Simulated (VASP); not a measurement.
Runs of VASP 6.6.1 on CoO. The structure is tetragonal, space group I4/mmm (No. 139). The conventional cell has a = 3.016 Å, b = 3.016 Å, c = 4.214 Å, α = 90.00°, β = 90.00°, γ = 90.00°. Within 2.8 Å of Co (site symmetry 4/mmm) lie 6 O at 2.11 to 2.13 Å. O (site symmetry 4/mmm) has 6 Co at 2.11 to 2.13 Å within 2.8 Å. 

| level | spin | U | gap on the mesh (eV) | pressure (GPa) |
| --- | --- | --- | --- | --- |
| PBE | off | - | none | -18.2 |
| r2SCAN | off | - | none | (a) |
| PBE+U | collinear, ferromagnetic start | Co d U = 3.3 eV | none | 0.5 |
| PBE+U | off | Co d U = 3.3 eV | none | -18.4 |

Alike in all rows: task single point; potentials or basis VASP PAW PBE potentials, release 64 (Co, O); cell as given; k mesh 5 × 10 × 10; cutoff (eV) 520; smearing fermi-dirac 0.05 eV.

**Question.** Fill in the values left out.

**Answer.** (a) -24.1.

Caveats: the cell stands under tension (at least some runs); semilocal functionals often make such compounds metallic where correlation or magnetic order opens a gap, which also shifts bond lengths (at least some runs); the PAW data sets were made with another functional, which shifts forces and pressure a little (at least some runs); the stress differs along the axes, from -5 to 3 GPa (at least some runs); U without spin polarisation on a metal has little footing (at least some runs).

A gap of «none» marks levels without a gap at the run's occupations.
